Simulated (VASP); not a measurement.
# CdSe (wurtzite type) (P6_3mc) in VASP: further runs

Runs on CdSe (wurtzite type). Level: PBE. Tasks: single point.

Program: VASP 6.6.1. These are calculated values, not measurements. Logs are shortened: lines on timing, memory, paths and dates and some standing lists are left out, and cuts for length are marked.

### 1 The cell of the first run

The structure is hexagonal, space group P6_3mc (No. 186). Conventional cell: a = 3.449 Å, b = 3.449 Å, c = 7.396 Å, α = 90.00°, β = 90.00°, γ = 120.00°. Cd (site symmetry 3m) has 4 Se at 2.31 to 2.43 Å within 3.1 Å. Within 3.1 Å of Se (site symmetry 3m) lie 4 Cd at 2.31 to 2.43 Å.

### 2 Single point, PBE

The input, INCAR:

```
SYSTEM = CdSe
PREC = Accurate ; ENCUT = 520
EDIFF = 1E-6 ; ISMEAR = -1
SIGMA = 0.05 ; LREAL = .FALSE.
LASPH = .TRUE. ; NELM = 60
ALGO = Normal ; ISIF = 2
LWAVE = .FALSE. ; LCHARG = .TRUE.
GGA = PE ; LELF = .TRUE.
LVHAR = .TRUE. ; NBANDS = 26
```

The input, KPOINTS:

```
regular mesh
0
G
  9 9 5
  0 0 0
```

The input, POSCAR:

```
CdSe
1.0
    3.4487484333      0.0000000000      0.0000000000
   -1.7243742167      2.9867037545      0.0000000000
    0.0000000000      0.0000000000      7.3956662878
Cd Se
2 2
Direct
    0.3333333333      0.6666666667      0.0317564976
    0.6666666667      0.3333333333      0.5317564976
    0.3333333333      0.6666666667      0.3442435024
    0.6666666667      0.3333333333      0.8442435024
```

Potentials or basis: VASP PAW PBE potentials, release 64 (Cd, Se).

The run is started by

```sh
> cat potpaw_PBE.64/Cd/POTCAR potpaw_PBE.64/Se/POTCAR > POTCAR
> mpirun -np 1 vasp_std > vasp.out
```

OUTCAR:

```text
SYSTEM = CdSe
   PREC = Accurate
   ENCUT = 520
   EDIFF = 1E-6
   ISMEAR = -1
   LREAL = .FALSE.
   LASPH = .TRUE.
   NELM = 60
   ISIF = 2
   GGA = PE

 ion  position               nearest neighbor table
   1  0.333  0.667  0.032-   3 2.31   4 2.43   4 2.43   4 2.43
   2  0.667  0.333  0.532-   4 2.31   3 2.43   3 2.43   3 2.43
   3  0.333  0.667  0.344-   1 2.31   2 2.43   2 2.43   2 2.43
   4  0.667  0.333  0.844-   2 2.31   1 2.43   1 2.43   1 2.43

  LATTYP: Found a hexagonal cell.
 ALAT       =     3.4487484333
 C/A-ratio  =     2.1444493360

  Lattice vectors:

 A1 = (   3.4487484333,   0.0000000000,   0.0000000000)
 A2 = (  -1.7243742167,   2.9867037545,   0.0000000000)
 A3 = (   0.0000000000,   0.0000000000,   7.3956662878)

Analysis of symmetry for initial positions (statically):
=====================================================================
 Subroutine PRICEL returns:
 Original cell was already a primitive cell.

 Routine SETGRP: Setting up the symmetry group for a
 hexagonal supercell.

 Subroutine GETGRP returns: Found 12 space group operations
 (whereof  6 operations were pure point group operations)
 out of a pool of 24 trial point group operations.

The static configuration has the point symmetry C_3v.
 The point group associated with its full space group is C_6v.

Analysis of symmetry for dynamics (positions and initial velocities):
=====================================================================
 Subroutine PRICEL returns:
 Original cell was already a primitive cell.

 Routine SETGRP: Setting up the symmetry group for a
 hexagonal supercell.

 Subroutine GETGRP returns: Found 12 space group operations
 (whereof  6 operations were pure point group operations)
 out of a pool of 24 trial point group operations.

The dynamic configuration has the point symmetry C_3v.
 The point group associated with its full space group is C_6v.

 Subroutine INISYM returns: Found 12 space group operations
 (whereof  6 operations are pure point group operations),
 and found     1 'primitive' translations

----------------------------------------------------------------------------------------

                                     Primitive cell

  volume of cell :      76.1782

  direct lattice vectors                    reciprocal lattice vectors
     3.448748433  0.000000000  0.000000000     0.289960262  0.167408635  0.000000000
    -1.724374217  2.986703755  0.000000000     0.000000000  0.334817271  0.000000000
     0.000000000  0.000000000  7.395666288     0.000000000  0.000000000  0.135214322

  length of vectors
     3.448748433  3.448748433  7.395666288     0.334817271  0.334817271  0.135214322

  position of ions in fractional coordinates (direct lattice)
     0.333333333  0.666666667  0.031756498
     0.666666667  0.333333333  0.531756498
     0.333333333  0.666666667  0.344243502
     0.666666667  0.333333333  0.844243502

  ion indices of the primitive-cell ions
   primitive index   ion index
                 1           1
                 2           2
                 3           3
                 4           4

----------------------------------------------------------------------------------------

 KPOINTS: regular mesh

Automatic generation of k-mesh.
 Grid dimensions read from file:
 generate k-points for:    9    9    5

 Generating k-lattice:

  Cartesian coordinates                     Fractional coordinates (reciprocal lattice)
     0.032217807  0.018600959  0.000000000     0.111111111  0.000000000  0.000000000
     0.000000000  0.037201919  0.000000000     0.000000000  0.111111111  0.000000000
     0.000000000  0.000000000  0.027042864     0.000000000  0.000000000  0.200000000

  Length of vectors
     0.037201919  0.037201919  0.027042864

  Shift w.r.t. Gamma in fractional coordinates (k-lattice)
     0.000000000  0.000000000  0.000000000

 Subroutine IBZKPT returns following result:
 ===========================================

 Found     36 irreducible k-points:

 Following reciprocal coordinates:
            Coordinates               Weight
  0.000000  0.000000  0.000000      1.000000
  0.111111  0.000000  0.000000      6.000000
  0.222222  0.000000  0.000000      6.000000
  0.333333  0.000000  0.000000      6.000000
  0.444444  0.000000  0.000000      6.000000
  0.111111  0.111111  0.000000      6.000000
[... 16 lines left out ...]
  0.333333  0.222222  0.200000     24.000000
  0.333333  0.333333  0.200000      4.000000
 [... further k-points ...]
   k-points           NKPTS =     36   k-points in BZ     NKDIM =     36   number of bands    NBANDS=     26
   number of dos      NEDOS =    301   number of ions     NIONS =      4
   total plane-waves  NPLWV =  43904
   dimension x,y,z NGX =    28 NGY =   28 NGZ =   56
   dimension x,y,z NGXF=    56 NGYF=   56 NGZF=  112
   ions per type =               2   2
   NGX,Y,Z   is equivalent  to a cutoff of  13.50, 13.50, 12.59 a.u.
   NGXF,Y,Z  is equivalent  to a cutoff of  26.99, 26.99, 25.18 a.u.
 SYSTEM =  CdSe
   PREC   = accura    normal or accurate (medium, high low for compatibility)
   ISTART =      0    job   : 0-new  1-cont  2-samecut
   ICHARG =      2    charge: 1-file 2-atom 10-const
   ISPIN  =      1    spin polarized calculation?
   LNONCOLLINEAR =      F non collinear calculations
   LSORBIT =      F    spin-orbit coupling
   LASPH  =      T    aspherical Exc in radial PAW
   ENCUT  =  520.0 eV  38.22 Ry    6.18 a.u.   6.41  6.41 13.75*2*pi/ulx,y,z
   NELM   =     60;   NELMIN=  2; NELMDL= -5     # of ELM steps
   EDIFF  = 0.1E-05   stopping-criterion for ELM
   LREAL  =      F    real-space projection
   EDIFFG = 0.1E-04   stopping-criterion for IOM
   NSW    =      0    number of steps for IOM
   IBRION =     -1    ionic relax: 0-MD 1-quasi-New 2-CG
   NFREE  =      0    steps in history (QN), initial steepest desc. (CG)
   ISIF   =      2    stress and relaxation
   ISYM   =      2    0-nonsym 1-usesym 2-fastsym
   POTIM  = 0.5000    time-step for ionic-motion
   TEBEG  =    0.0;   TEEND  =   0.0 temperature during run
   PSTRESS=    0.0 pullay stress
   NELECT =      36.0000    total number of electrons
   NUPDOWN=      -1.0000    fix difference up-down
   EMIN   =  10.00;   EMAX   =-10.00  energy-range for DOS
   EFERMI =   0.00;   METHOD = LEGACY
   ISMEAR =    -1;   SIGMA  =   0.05  broadening in eV -4-tet -1-fermi 0-gaus
   EFERMI_NEDOS =   21; number of points for ismear=-14 and -15
   IALGO  =     38    algorithm
   IMIX   =      4    mixing-type and parameters
     AMIX     =   0.40;   BMIX     =  1.00
     AMIX_MAG =   1.60;   BMIX_MAG =  1.00
  volume/ion in A,a.u.               =      19.04       128.52
  Fermi-wavevector in a.u.,A,eV,Ry     =   1.275162  2.409707 22.123590  1.626038
  Thomas-Fermi vector in A             =   2.407890
   LORBIT       =      0    0 simple, 1 ext, 2 COOP (PROOUT), +10 PAW based schemes
   GGA     = PE    functional components
   LHFCALC =     F    Hartree Fock is set to
   AEXX    =    0.0000 exact exchange contribution
   IVDW    =     0    specifies the selected vdW correction
   LEPSILON=     F    determine dielectric tensor
   LRPA    =     F    only Hartree local field effects (RPA)
 non-spin polarized calculation
  energy-cutoff  :      520.00
  volume of cell :       76.18
 maximum number of plane-waves:      2071
 NGX is ok and might be reduce to    28
   NGX = 13   NGY = 13   NGZ = 27

 number of electron      35.9999990 magnetization

 Free energy of the ion-electron system (eV)
  ---------------------------------------------------
  ext. energy  EPLUGINS =         0.00000000
  ---------------------------------------------------
  free energy    TOTEN  =        -6.41236494 eV

  energy without entropy =       -6.40971863  energy(sigma->0) =       -6.41104179

 E-fermi :   5.6120     XC(G=0): -10.9257

 val. band max:        5.5527934443   @ k =   0.0000   0.0000   0.2000
 cond. band min:       5.6373598034   @ k =   0.1111   0.0000   0.0000
 fundamental gap:      0.0845663592
 Fermi energy:         5.6119705086

 k-point     1 :       0.0000    0.0000    0.0000
  band No.  band energies     occupation
      1     -10.4891      2.00000
      2      -9.7270      2.00000
      3      -5.3191      2.00000
      4      -4.7897      2.00000
      5      -4.7897      2.00000
      6      -4.6671      2.00000
[... 18 lines left out ...]
     25      13.6265      0.00000
     26      13.6265      0.00000

 k-point     2 :       0.1111    0.0000    0.0000
  band No.  band energies     occupation
      1     -10.3708      2.00000
      2      -9.6488      2.00000
      3      -5.2949      2.00000
      4      -4.7863      2.00000
      5      -4.7705      2.00000
      6      -4.6920      2.00000
[... 18 lines left out ...]
     25      12.9177      0.00000
     26      13.8229      0.00000

 k-point     3 :       0.2222    0.0000    0.0000
  band No.  band energies     occupation
      1     -10.0507      2.00000
      2      -9.4458      2.00000
      3      -5.2820      2.00000
      4      -4.8069      2.00000
      5      -4.7542      2.00000
      6      -4.6907      2.00000
[... 18 lines left out ...]
     25      13.4723      0.00000
     26      14.5881      0.00000

 k-point     4 :       0.3333    0.0000    0.0000
  band No.  band energies     occupation
      1      -9.6426      2.00000
      2      -9.2085      2.00000
      3      -5.2901      2.00000
      4      -4.8837      2.00000
      5      -4.7763      2.00000
      6      -4.7354      2.00000
[... 18 lines left out ...]
     25      13.1313      0.00000
     26      15.5042      0.00000

 k-point     5 :       0.4444    0.0000    0.0000
  band No.  band energies     occupation
      1      -9.3397      2.00000
      2      -9.0555      2.00000
      3      -5.2477      2.00000
      4      -4.9285      2.00000
      5      -4.8683      2.00000
      6      -4.8027      2.00000
[... 18 lines left out ...]
     25      11.7712      0.00000
     26      15.0856      0.00000

 k-point     6 :       0.1111    0.1111    0.0000
  band No.  band energies     occupation
      1     -10.1510      2.00000
      2      -9.5081      2.00000
      3      -5.2764      2.00000
      4      -4.7881      2.00000
      5      -4.7266      2.00000
      6      -4.7235      2.00000
[... 427 lines left out ...]
 k-point    21 :       0.4444    0.1111    0.2000
  band No.  band energies     occupation
      1      -9.2312      2.00000
      2      -9.0480      2.00000
      3      -5.1620      2.00000
      4      -4.9596      2.00000
      5      -4.9507      2.00000
      6      -4.6994      2.00000
[... 18 lines left out ...]
     25      12.2532      0.00000
     26      13.7038      0.00000

 k-point    22 :       0.2222    0.2222    0.2000
  band No.  band energies     occupation
      1      -9.4153      2.00000
      2      -9.1462      2.00000
      3      -5.1848      2.00000
      4      -4.9659      2.00000
      5      -4.8572      2.00000
      6      -4.6352      2.00000
[... 18 lines left out ...]
     25      13.7338      0.00000
     26      14.1047      0.00000

 k-point    23 :       0.3333    0.2222    0.2000
  band No.  band energies     occupation
      1      -9.1730      2.00000
      2      -9.0357      2.00000
      3      -5.1085      2.00000
      4      -5.0431      2.00000
      5      -4.9185      2.00000
      6      -4.6700      2.00000
[... 18 lines left out ...]
     25      13.4235      0.00000
     26      13.7454      0.00000

 k-point    24 :       0.3333    0.3333    0.2000
  band No.  band energies     occupation
      1      -9.0439      2.00000
      2      -9.0439      2.00000
      3      -5.1104      2.00000
      4      -4.9880      2.00000
      5      -4.9880      2.00000
      6      -4.6997      2.00000
[... 18 lines left out ...]
     25      14.6722      0.00000
     26      15.3031      0.00000

 [... further k-points ...]

------------------------ aborting loop because EDIFF is reached ----------------------------------------

  FORCE on cell =-STRESS in cart. coord.  units (eV):
  Direction    XX          YY          ZZ          XY          YZ          ZX
  --------------------------------------------------------------------------------------
  -------------------------------------------------------------------------------------
  Total       21.1810239     21.1810239     21.7002160     -0.0000000      0.0000000      0.0000000
  in kB      445.4783090    445.4783090    456.3979323     -0.0000000      0.0000000      0.0000000
  external PRESSURE =     449.1181834 kB  Pullay stress =       0.0000000 kB

 VOLUME and BASIS-vectors are now :
 -----------------------------------------------------------------------------
  energy-cutoff  :      520.00
  volume of cell :       76.18
      direct lattice vectors                 reciprocal lattice vectors
     3.448748433  0.000000000  0.000000000     0.289960262  0.167408635  0.000000000
    -1.724374217  2.986703755  0.000000000     0.000000000  0.334817271  0.000000000
     0.000000000  0.000000000  7.395666288     0.000000000  0.000000000  0.135214322

 POSITION                                       TOTAL-FORCE (eV/Angst)
 -----------------------------------------------------------------------------------
     -0.00000      1.99114      0.23486         0.000000      0.000000      0.013082
      1.72437      0.99557      3.93269        -0.000000     -0.000000      0.013082
     -0.00000      1.99114      2.54591         0.000000      0.000000     -0.013082
      1.72437      0.99557      6.24374        -0.000000     -0.000000     -0.013082
 -----------------------------------------------------------------------------------
    total drift:                               -0.000000     -0.000000     -0.000062

  FREE ENERGIE OF THE ION-ELECTRON SYSTEM (eV)
  ---------------------------------------------------
  free  energy   TOTEN  =        -6.4123649435 eV

  energy  without entropy=       -6.4097186325  energy(sigma->0) =       -6.41104179
```

Wall time 47 s (1 thread of Intel Xeon Platinum 8488C (Sapphire Rapids), shared host); peak memory 0.23 GiB.

Results:

```yaml
Free_energy: -6.4124 eV
Pressure: 44.9 GPa
Largest_force: 0.013 eV/Å
Band_gap_on_the_k_mesh: zero (band 18 reaches 5.66 eV, above the bottom of band 19 at 5.64 eV)
```

Forces in eV/Å, atoms in the order of the input:
```
Cd   0.000  0.000  0.013
Cd   0.000  0.000  0.013
Se   0.000  0.000 -0.013
Se   0.000  0.000 -0.013
```

Levels at points of the mesh, in eV from the Fermi level:
```csv
k point,band 16,band 17,band 18,band 19,band 20,band 21
"(0.00, 0.00, 0.00)",-0.93,-0.85,0.05,0.05,4.43,4.95
```

(Continued in part 2 of 2.)
